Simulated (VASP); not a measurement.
Wanted: the native input for a VASP 6.6.1 run.

| Quantity | Value |
| --- | --- |
| Task | relaxation of cell and atoms |
| Functional | PBE |
| Potentials or basis | VASP PAW PBE potentials, release 64 (Hg, I, Cl) |
| Cutoff | 600 eV |
| k mesh | 10 × 10 × 8 |
| Occupations | gaussian, width 0.1 eV |
| Spin | no spin polarisation |
| Dipole correction | no |
| Further INCAR settings | ALGO = Normal; EDIFF = 1e-07; IBRION = 2; EDIFFG = -0.01; NSW = 100; ISIF = 3 |

The structure of Hg2ICl lies in POSCAR:

```
Hg2ICl
1.0
    4.4715695800      0.0000000000      0.0000000000
    0.0000000000      4.4715695800      0.0000000000
    0.0000000000      0.0000000000      6.3397463700
Hg I Cl
2 1 1
Direct
    0.0000000000      0.0000000000      0.0000000000
    0.5000000000      0.5000000000      0.5000000000
    0.5000000000      0.5000000000      0.0000000000
    0.0000000000      0.0000000000      0.5000000000
```

The cell was generated, and may not be a known phase.

These files were run (other wordings do the same):

INCAR

```
ALGO = Normal
EDIFF = 1E-7
EDIFFG = -0.01
ENCUT = 600
GGA = PE
IBRION = 2
ISIF = 3
ISMEAR = 0
LASPH = T
LCHARG = F
LREAL = F
LWAVE = F
NELM = 100
NSW = 100
PREC = Accurate
SIGMA = 0.1
```

KPOINTS

```
k-points
0
Gamma
  10 10 8
```

Potentials or basis: VASP PAW PBE potentials, release 64 (Hg, I, Cl).

Command:

```sh
$ cat potpaw_PBE.64/Hg/POTCAR potpaw_PBE.64/I/POTCAR potpaw_PBE.64/Cl/POTCAR > POTCAR
$ mpirun -np 1 vasp_std > vasp.out
```

Results of the run:

- Relaxed volume: 36.60 Å³/atom
- Relaxed cell: a = 5.100 Å, b = 5.100 Å, c = 5.628 Å, α = 90.00°, β = 90.00°, γ = 90.00°
- Space group after relaxing (to 0.1 Å): P4/mmm (No. 123)
- Energy gained by relaxing: 29.8 meV/atom
- Ionic steps: 16
- Pressure after relaxing: 0.0 GPa
- Band gap on the k mesh: zero (bands 19 and 20 overlap by 3.50 eV)

Caveat: the volume moved by over 15 % at a fixed basis, so the end points are rough; spin-orbit coupling is left out, which moves the levels of the heavy elements.

Wall time 50 min on 1 thread of Intel(R) Xeon(R) Platinum 8488C (Sapphire Rapids), on a shared host, peak memory 0.55 GiB.
